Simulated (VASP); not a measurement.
# Si7H2C7 in VASP: single point with PBE+D3(BJ)

Aim: the single point of Si7H2C7 with PBE+D3(BJ).

All numbers are computed with VASP 6.6.1; they aren't measurements. Logs are shortened: lines on timing, memory, paths and dates and some standing lists are left out, and cuts for length are marked.

### 1 The cell of the first run

The cell holds a slab with vacuum, 48 atoms: a = 6.150 Å, b = 8.697 Å, c = 26.875 Å, α = 90.00°, β = 90.00°, γ = 90.00°.

### 2 Single point, PBE+D3(BJ)

Input file INCAR:

```
SYSTEM = Si7H2C7
ALGO = Normal
DIPOL = 0.5 0.5 0.446
EDIFF = 1E-6
ENCUT = 520
GGA = PE
IDIPOL = 3
ISIF = 2
ISMEAR = 0
IVDW = 12
LASPH = .TRUE.
LCHARG = .FALSE.
LDIPOL = .TRUE.
LREAL = Auto
LWAVE = .FALSE.
NBANDS = 117
NELM = 100
PREC = Accurate
SIGMA = 0.05
```

Input file KPOINTS:

```
k-points
0
G
  3 2 1
  0 0 0
```

Input file POSCAR:

```
Si7H2C7
1.0
    6.1499993395      0.0000000000      0.0000000000
    0.0000000000      8.6974124746      0.0000000000
    0.0000000000      0.0000000000     26.8745993395
Si C H
21 21 6
Direct
    0.2500000000      0.7500000000      0.2976788565
    0.2500000000      0.2500000000      0.2976788565
    0.7500000000      0.7500000000      0.2976788565
    0.7500000000      0.2500000000      0.2976788565
    0.5000000000      0.5000000000      0.3548890055
    0.5000000000      0.0000000000      0.3548890055
    0.0000000000      0.5000000000      0.3548890055
    0.0000000000      0.0000000000      0.3548890055
    0.7493576656      0.2468492109      0.4121461464
    0.7490768778      0.7449791551      0.4106293491
    0.2493348285      0.2481384235      0.4125062170
    0.2517247120      0.7450265569      0.4110424422
    0.0009570799      0.0007936207      0.4706531548
    0.0009262523      0.4939384979      0.4699695325
    0.4998197392      0.0010801305      0.4710991402
    0.4976856305      0.4960553963      0.4717977043
    0.2523948396      0.7316871075      0.5176934912
    0.2531598889      0.2344032086      0.5278541270
    0.7373772334      0.7341097792      0.5155946309
    0.7552027929      0.2186585322      0.5211374280
    0.9483189987      0.5320297391      0.5919801342
    0.5000000000      0.1250000000      0.2976788565
    0.5000000000      0.6250000000      0.2976788565
    0.0000000000      0.1250000000      0.2976788565
    0.0000000000      0.6250000000      0.2976788565
    0.7500000000      0.8750000000      0.3548890055
    0.7500000000      0.3750000000      0.3548890055
    0.2500000000      0.8750000000      0.3548890055
    0.2500000000      0.3750000000      0.3548890055
    0.0001628964      0.6223770769      0.4134140163
   -0.0003161809      0.1237253406      0.4122772759
    0.5007932691      0.6204590889      0.4129965445
    0.4985954105      0.1234404929      0.4125238435
    0.2494978017      0.3731222626      0.4707766317
    0.2484442545      0.8751854264      0.4683604288
    0.7499756310      0.3742588565      0.4716919606
    0.7507926747      0.8771267508      0.4671482380
    0.5033045565      0.1201919107      0.5268938932
    0.4965907545      0.6283633856      0.5278093150
    0.0055175817      0.1182272702      0.5264902615
   -0.0077373002      0.6318522291      0.5300309012
    0.7583855625      0.6356445757      0.6351705978
    0.5881638223      0.6221472012      0.6241116464
    0.7973961237      0.7591368772      0.6364852795
    0.7814482599      0.5891394378      0.6728381673
    1.1587321162      0.5152080595      0.6187603910
    1.2520168767      0.3384480492      0.5720413790
    0.8479953641      0.3740809087      0.5803202798
```

Potentials or basis: VASP PAW PBE potentials, release 64 (Si, C, H).

Launch:

```sh
$ cat potpaw_PBE.64/Si/POTCAR potpaw_PBE.64/C/POTCAR potpaw_PBE.64/H/POTCAR > POTCAR
$ mpirun -np 1 vasp_std > vasp.out
```

OUTCAR:

```text
SYSTEM = Si7H2C7
   EDIFF = 1E-6
   ENCUT = 520
   GGA = PE
   ISIF = 2
   ISMEAR = 0
   IVDW = 12
   LASPH = .TRUE.
   LREAL = Auto
   NELM = 100
   PREC = Accurate
 IVDW          = 12

 ion  position               nearest neighbor table
   1  0.250  0.750  0.298-  28 1.88  25 1.88  23 1.88  12 3.05   5 3.07   6 3.07   7 3.07   8 3.07
                             3 3.07   3 3.07
   2  0.250  0.250  0.298-  29 1.88  24 1.88  22 1.88   8 3.07   5 3.07   6 3.07   7 3.07   4 3.07
                             4 3.07  11 3.09
   3  0.750  0.750  0.298-  26 1.88  25 1.88  23 1.88  10 3.04   5 3.07   6 3.07   7 3.07   8 3.07
                             1 3.07   1 3.07
   4  0.750  0.250  0.298-  27 1.88  24 1.88  22 1.88   8 3.07   5 3.07   6 3.07   7 3.07   2 3.07
                             2 3.07   9 3.08
   5  0.500  0.500  0.355-  32 1.88  23 1.88  29 1.88  27 1.88  10 3.02  12 3.02   3 3.07   4 3.07
                             1 3.07   2 3.07   7 3.07   7 3.07   9 3.09  11 3.09  16 3.14
   6  0.500  0.000  0.355-  22 1.88  26 1.88  28 1.88  33 1.88   9 3.05  11 3.07   3 3.07   4 3.07
                             1 3.07   2 3.07   8 3.07   8 3.07  10 3.08  12 3.09  15 3.12
   7  0.000  0.500  0.355-  25 1.88  27 1.88  29 1.88  30 1.90  10 3.03  12 3.04   3 3.07   4 3.07
                             1 3.07   2 3.07   5 3.07   5 3.07  11 3.09  14 3.09   9 3.10
   8  0.000  0.000  0.355-  31 1.88  24 1.88  28 1.88  26 1.88   9 3.06  11 3.07   3 3.07   4 3.07
                             1 3.07   2 3.07   6 3.07   6 3.07  10 3.09  12 3.10  13 3.11
   9  0.749  0.247  0.412-  31 1.88  33 1.88  27 1.90  36 1.95  20 2.94   6 3.05   8 3.06  14 3.07
[... 8 lines left out ...]
                             9 3.07  19 3.08  17 3.08  15 3.08   8 3.11  12 3.15
  14  0.001  0.494  0.470-  34 1.86  36 1.86  30 1.89  41 2.01  17 2.88  19 2.91  11 3.05  16 3.06
                             9 3.07   7 3.09  16 3.10  12 3.11  10 3.12  20 3.15
  15  0.500  0.001  0.471-  38 1.82  37 1.89  35 1.90  33 1.90  20 2.80  18 2.96  19 2.99  17 3.06
                            13 3.07   9 3.07  11 3.08  13 3.08   6 3.12  12 3.15
  16  0.498  0.496  0.472-  34 1.86  36 1.88  39 1.89  32 1.92  19 2.80  17 2.83  14 3.06  11 3.09
                            14 3.10  12 3.11   9 3.11  18 3.12  10 3.13   5 3.14
  17  0.252  0.732  0.518-  39 1.77  35 1.82  41 1.85  16 2.83  12 2.87  14 2.88  19 2.98  15 3.06
                            13 3.08
  18  0.253  0.234  0.528-  47 1.49  40 1.83  38 1.83  34 1.95  15 2.96  13 2.98  20 3.07  20 3.10
                            11 3.10  16 3.12
  19  0.737  0.734  0.516-  39 1.77  37 1.80  41 1.84  16 2.80  10 2.82  14 2.91  17 2.98  15 2.99
                            21 3.00  13 3.08
  20  0.755  0.219  0.521-  40 1.78  38 1.78  36 1.90  13 2.78  15 2.80   9 2.94  18 3.07  18 3.10
                            14 3.15
  21  0.948  0.532  0.592-  46 1.49  48 1.54  42 1.88  41 1.90  19 3.00
  22  0.500  0.125  0.298-   6 1.88   4 1.88   2 1.88
  23  0.500  0.625  0.298-   5 1.88   3 1.88   1 1.88
  24  0.000  0.125  0.298-   8 1.88   4 1.88   2 1.88
  25  0.000  0.625  0.298-   7 1.88   3 1.88   1 1.88
  26  0.750  0.875  0.355-  10 1.88   3 1.88   8 1.88   6 1.88
  27  0.750  0.375  0.355-   4 1.88   5 1.88   7 1.88   9 1.90
  28  0.250  0.875  0.355-   1 1.88   6 1.88   8 1.88  12 1.89
  29  0.250  0.375  0.355-   2 1.88   5 1.88   7 1.88  11 1.90
  30  0.000  0.622  0.413-  10 1.88  12 1.88  14 1.89   7 1.90
  31  1.000  0.124  0.412-   9 1.88  11 1.88   8 1.88  13 1.90
  32  0.501  0.620  0.413-  10 1.87  12 1.88   5 1.88  16 1.92
  33  0.499  0.123  0.413-  11 1.88   9 1.88   6 1.88  15 1.90
  34  0.249  0.373  0.471-  14 1.86  16 1.86  11 1.91  18 1.95
  35  0.248  0.875  0.468-  17 1.82  13 1.87  15 1.90  12 1.91
  36  0.750  0.374  0.472-  14 1.86  16 1.88  20 1.90   9 1.95
  37  0.751  0.877  0.467-  19 1.80  13 1.88  15 1.89  10 1.90
  38  0.503  0.120  0.527-  20 1.78  15 1.82  18 1.83
  39  0.497  0.628  0.528-  17 1.77  19 1.77  16 1.89
  40  0.006  0.118  0.526-  20 1.78  13 1.82  18 1.83
  41  0.992  0.632  0.530-  19 1.84  17 1.85  21 1.90  14 2.01
  42  0.758  0.636  0.635-  43 1.09  45 1.10  44 1.10  21 1.88
  43  0.588  0.622  0.624-  42 1.09
  44  0.797  0.759  0.636-  42 1.10
  45  0.781  0.589  0.673-  42 1.10
  46  0.159  0.515  0.619-  21 1.49
  47  0.252  0.338  0.572-  18 1.49
  48  0.848  0.374  0.580-  21 1.54

  LATTYP: Found a simple orthorhombic cell.
 ALAT       =     6.1499993395
 B/A-ratio  =     1.4142135624
 C/A-ratio  =     4.3698540205

  Lattice vectors:

 A1 = (   6.1499993395,   0.0000000000,   0.0000000000)
 A2 = (   0.0000000000,   8.6974124746,   0.0000000000)
 A3 = (   0.0000000000,   0.0000000000,  26.8745993395)

Analysis of symmetry for initial positions (statically):
=====================================================================
 Subroutine PRICEL returns:
 Original cell was already a primitive cell.

 Routine SETGRP: Setting up the symmetry group for a
 simple orthorhombic supercell.

 Subroutine GETGRP returns: Found  1 space group operations
 (whereof  1 operations were pure point group operations)
 out of a pool of  8 trial point group operations.

The static configuration has the point symmetry C_1 .

Analysis of symmetry for dynamics (positions and initial velocities):
[... 159 lines left out ...]
            Coordinates               Weight
  0.000000  0.000000  0.000000      1.000000
  0.333333  0.000000  0.000000      2.000000
  0.000000  0.500000  0.000000      1.000000
  0.333333  0.500000  0.000000      2.000000
   k-points           NKPTS =      4   k-points in BZ     NKDIM =      4   number of bands    NBANDS=    117
   number of dos      NEDOS =    301   number of ions     NIONS =     48
   total plane-waves  NPLWV = 672000
   dimension x,y,z NGX =    48 NGY =   70 NGZ =  200
   dimension x,y,z NGXF=    96 NGYF=  140 NGZF=  400
   ions per type =              21  21   6
   NGX,Y,Z   is equivalent  to a cutoff of  12.98, 13.38, 12.37 a.u.
   NGXF,Y,Z  is equivalent  to a cutoff of  25.95, 26.76, 24.74 a.u.
 SYSTEM =  Si7H2C7
   PREC   = accura    normal or accurate (medium, high low for compatibility)
   ISTART =      0    job   : 0-new  1-cont  2-samecut
   ICHARG =      2    charge: 1-file 2-atom 10-const
   ISPIN  =      1    spin polarized calculation?
   LNONCOLLINEAR =      F non collinear calculations
   LSORBIT =      F    spin-orbit coupling
   LASPH  =      T    aspherical Exc in radial PAW
   ENCUT  =  520.0 eV  38.22 Ry    6.18 a.u.  11.43 16.17 49.97*2*pi/ulx,y,z
   NELM   =    100;   NELMIN=  2; NELMDL= -5     # of ELM steps
   EDIFF  = 0.1E-05   stopping-criterion for ELM
   LREAL  =      T    real-space projection
   EDIFFG = 0.1E-04   stopping-criterion for IOM
   NSW    =      0    number of steps for IOM
   IBRION =     -1    ionic relax: 0-MD 1-quasi-New 2-CG
   NFREE  =      0    steps in history (QN), initial steepest desc. (CG)
   ISIF   =      2    stress and relaxation
   ISYM   =      2    0-nonsym 1-usesym 2-fastsym
   POTIM  = 0.5000    time-step for ionic-motion
   TEBEG  =    0.0;   TEEND  =   0.0 temperature during run
   PSTRESS=    0.0 pullay stress
   NELECT =     174.0000    total number of electrons
   NUPDOWN=      -1.0000    fix difference up-down
   EMIN   =  10.00;   EMAX   =-10.00  energy-range for DOS
   EFERMI =   0.00;   METHOD = LEGACY
   ISMEAR =     0;   SIGMA  =   0.05  broadening in eV -4-tet -1-fermi 0-gaus
   EFERMI_NEDOS =   21; number of points for ismear=-14 and -15
   IALGO  =     38    algorithm
   IMIX   =      4    mixing-type and parameters
     AMIX     =   0.40;   BMIX     =  1.00
     AMIX_MAG =   1.60;   BMIX_MAG =  1.00
  volume/ion in A,a.u.               =      29.95       202.10
  Fermi-wavevector in a.u.,A,eV,Ry     =   0.809821  1.530339  8.922831  0.655810
  Thomas-Fermi vector in A             =   1.918882
   LORBIT       =      0    0 simple, 1 ext, 2 COOP (PROOUT), +10 PAW based schemes
   GGA     = PE    functional components
   LHFCALC =     F    Hartree Fock is set to
   AEXX    =    0.0000 exact exchange contribution
   IVDW    =    12    specifies the selected vdW correction
   LEPSILON=     F    determine dielectric tensor
   LRPA    =     F    only Hartree local field effects (RPA)
 non-spin polarized calculation
 Gauss-broadening in eV      SIGMA  =   0.05
  energy-cutoff  :      520.00
  volume of cell :     1437.50
 maximum number of plane-waves:     38772
 NGX is ok and might be reduce to    48
   NGX = 23   NGY = 33   NGZ = 99

 dipolmoment           0.000000      0.000000      0.043560 electrons x Angstroem

 number of electron     173.9999999 magnetization

 dipolmoment           0.000000      0.000000     -0.218547 electrons x Angstroem

 Free energy of the ion-electron system (eV)
  ---------------------------------------------------
  ext. energy  EPLUGINS =         0.00000000
  ---------------------------------------------------
  free energy    TOTEN  =      -316.53871367 eV

  energy without entropy =     -316.52489986  energy(sigma->0) =     -316.53180677

 E-fermi :  -0.4664     XC(G=0):  -4.3394

 val. band max:       -0.4797791462   @ k =   0.0000   0.0000   0.0000
 cond. band min:      -0.4533834097   @ k =   0.0000   0.5000   0.0000
 fundamental gap:      0.0263957365
 Fermi energy:        -0.4663599238

 k-point     1 :       0.0000    0.0000    0.0000
  band No.  band energies     occupation
      1     -16.4732      2.00000
      2     -15.3379      2.00000
      3     -14.8740      2.00000
      4     -14.7977      2.00000
      5     -14.1031      2.00000
      6     -13.8931      2.00000
[... 397 lines left out ...]
     98       2.8169      0.00000
     99       2.9015      0.00000
 [bands above 99 left out]

------------------------ aborting loop because EDIFF is reached ----------------------------------------

 vacuum level on the upper side and lower side of the slab       (xc-potential included)        -0.457         0.274

 Edisp (eV)   -9.92971

 E8    (eV) :    -3.8149

  FORCE on cell =-STRESS in cart. coord.  units (eV):
  Direction    XX          YY          ZZ          XY          YZ          ZX
  --------------------------------------------------------------------------------------
  -------------------------------------------------------------------------------------
  Total      -2.30206   -13.52312    -7.21724    -1.44643     6.35261    -0.02522
  in kB      -2.56579   -15.07232    -8.04404    -1.61213     7.08036    -0.02811
  external pressure =       -8.56 kB  Pullay stress =        0.00 kB

 VOLUME and BASIS-vectors are now :
 -----------------------------------------------------------------------------
  energy-cutoff  :      520.00
  volume of cell :     1437.50
      direct lattice vectors                 reciprocal lattice vectors
     6.149999339  0.000000000  0.000000000     0.162601643  0.000000000  0.000000000
     0.000000000  8.697412475  0.000000000     0.000000000  0.114976725  0.000000000
     0.000000000  0.000000000 26.874599340     0.000000000  0.000000000  0.037209857

 POSITION                                       TOTAL-FORCE (eV/Angst)
 -----------------------------------------------------------------------------------
      1.53750      6.52306      8.00000         0.036760     -2.948401      1.631311
      1.53750      2.17435      8.00000        -0.016229     -2.737558      1.610952
      4.61250      6.52306      8.00000        -0.042991     -2.934272      1.620615
      4.61250      2.17435      8.00000        -0.007149     -2.750025      1.589483
      3.07500      4.34871      9.53750        -0.021059      0.210818     -0.910437
      3.07500      0.00000      9.53750        -0.039475      0.393841     -0.766573
[... 40 lines left out ...]
      1.54990      2.94362     15.37338         0.001056     -0.010430     -0.017028
      5.21517      3.25354     15.59588        -0.000154      0.008999     -0.001693
 -----------------------------------------------------------------------------------
    total drift:                                0.007579     -0.031689     -0.001060

  FREE ENERGIE OF THE ION-ELECTRON SYSTEM (eV)
  ---------------------------------------------------
  free  energy   TOTEN  =      -326.4684224071 eV

  energy  without entropy=     -326.4546085998  energy(sigma->0) =     -326.46151550

 vacuum level on the upper side and lower side of the slab         3.708         4.454
```

It took 43 min on 1 thread of Intel Xeon Platinum 8259CL at 2.50GHz (Skylake/Cascade Lake), shared host; peak memory 1.4 GiB.

What came out:

| Quantity | Value |
| --- | --- |
| Free energy | -326.4684 eV |
| Largest force | 3.370 eV/Å |
| Band gap on the k mesh | zero (bands 87 and 88 overlap by 0.03 eV) |
| Dispersion energy per atom | -0.207 eV |

Forces on the atoms (eV/Å):
```
Si   0.037 -2.948  1.631
Si  -0.016 -2.738  1.611
Si  -0.043 -2.934  1.621
Si  -0.007 -2.750  1.589
Si  -0.021  0.211 -0.910
Si  -0.039  0.394 -0.767
Si   0.050  0.228 -0.914
Si  -0.004  0.385 -0.776
Si   0.000  0.004 -0.002
Si   0.001  0.004 -0.003
Si  -0.002  0.003 -0.004
Si  -0.002  0.002 -0.001
Si   0.000 -0.011 -0.005
Si  -0.002  0.007 -0.001
Si   0.002 -0.011 -0.006
Si   0.004  0.010  0.006
Si  -0.005 -0.014  0.004
Si   0.004  0.004  0.004
Si   0.009 -0.013 -0.004
Si   0.001  0.005 -0.010
Si   0.015  0.004  0.014
C    0.016  1.789 -0.458
C    0.018  1.861 -0.567
C    0.026  1.784 -0.481
C   -0.011  1.796 -0.475
C    0.006  0.738 -0.435
C   -0.014  0.739 -0.099
C    0.015  0.695 -0.304
C   -0.020  0.740 -0.259
C    0.002  0.003 -0.002
C   -0.001  0.012  0.007
C    0.001 -0.001  0.000
C   -0.001  0.010  0.004
C    0.006 -0.009  0.004
C   -0.004  0.009 -0.005
C   -0.003 -0.003  0.012
C    0.004  0.006  0.008
C   -0.010  0.002  0.002
C    0.010 -0.002  0.004
C    0.009  0.002  0.000
C   -0.003 -0.010  0.008
C   -0.002  0.008 -0.020
H   -0.021 -0.002 -0.004
H    0.002  0.009 -0.004
H    0.004 -0.011  0.018
H   -0.010 -0.003 -0.009
H    0.001 -0.010 -0.017
H    0.000  0.009 -0.002
```

Levels at points of the mesh, in eV from the Fermi level:
```csv
k point,band 84,band 85,band 86,band 87,band 88,band 89,band 90,band 91
"(0.00, 0.00, 0.00)",-0.53,-0.47,-0.22,-0.04,-0.01,0.04,0.50,0.59
"(0.00, 0.50, 0.00)",-0.58,-0.37,-0.18,0.01,0.09,0.30,0.52,0.95
```

Caveat: the k points lie up to 0.36 Å⁻¹ apart.

The gap in the log of VASP goes by the Fermi energy; the results here count the filled bands.